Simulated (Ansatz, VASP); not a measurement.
SiB3W: VASP beside Ansatz

The input INCAR:

```
SYSTEM = SiB3W
PREC = Accurate
ENCUT = 600
EDIFF = 1E-6
ISMEAR = 0
SIGMA = 0.1
LREAL = .False.
LASPH = .True.
NELM = 80
ALGO = Normal
ISIF = 3
LWAVE = .False.
LCHARG = .False.
GGA = PE
IBRION = 2
NSW = 100
EDIFFG = -0.01
```

The input KPOINTS:

```
Automatic mesh
0
Gamma
  12 12 8
  0 0 0
```

The input POSCAR:

```
SiB3W
1.0
    4.3128697451      0.0000000000      0.0000000000
   -2.1564348725      3.7350547624      0.0000000000
    0.0000000000      0.0000000000      4.7874629725
Si B W
1 3 1
Direct
    0.0000000000      0.0000000000      0.0000000000
    0.5000000000      0.0000000000      0.5000000000
    0.0000000000      0.5000000000      0.5000000000
    0.5000000000      0.5000000000      0.5000000000
    0.0000000000      0.0000000000      0.5000000000
```

Input for Ansatz:

```yaml
crystal:
  lattice:
    - [4.3128697451, 0.0, 0.0]
    - [-2.1564348725, 3.7350547624, 0.0]
    - [0.0, 0.0, 4.7874629725]
  atoms:
    - { symbol: Si, position: [0.0, 0.0, 0.0] }
    - { symbol: B, position: [0.5, 0.0, 0.5] }
    - { symbol: B, position: [0.0, 0.5, 0.5] }
    - { symbol: B, position: [0.5, 0.5, 0.5] }
    - { symbol: W, position: [0.0, 0.0, 0.5] }
basis:
  ecutwfc: 420
kpoints:
  mp_grid: { grid: [12, 12, 8] }
hamiltonian:
  xc: pbe
scf:
  occupations: { method: gaussian, width: 0.1 }
output:
  forces: true
  stress: true
  eigenvalues: true
  write_density: true
  write_potential: true
  elf: true
  volumetric_format: npy
relax:
  adjacent_minimum: "off"
  f_tol: 0.01
  max_steps: 80
  cell: { stress_tol: 0.05 }
```

Alike in both runs: task relaxation of cell and atoms; functional PBE; k mesh 12 × 12 × 8; occupations gaussian, width 0.1 eV; no spin polarisation.

|  | VASP | Ansatz |
| --- | --- | --- |
| version | VASP 6.6.1 | Ansatz 0.2.0 |
| potentials or method | VASP PAW PBE potentials, release 64 (Si, B, W_sv), cutoff 600 eV | scalar-relativistic, plane waves, PAW |
| valence electrons in the cell | 27 | 27 |

Ansatz gave:

* gap on the k mesh at the Fermi level, each at its own relaxed structure (eV): none
* relaxed volume (Å³/atom): 15.43
* relaxed length of the cell vector where the two differ most in proportion (Å): 4.785

Task: What did VASP give for the same quantities?

Result: gap on the k mesh at the Fermi level, each at its own relaxed structure (eV): none; relaxed volume (Å³/atom): 15.44; relaxed length of the cell vector where the two differ most in proportion (Å): 4.787.

A gap of «none» marks a metal or a gap that the smearing closes.

Neither program's run includes spin-orbit coupling.
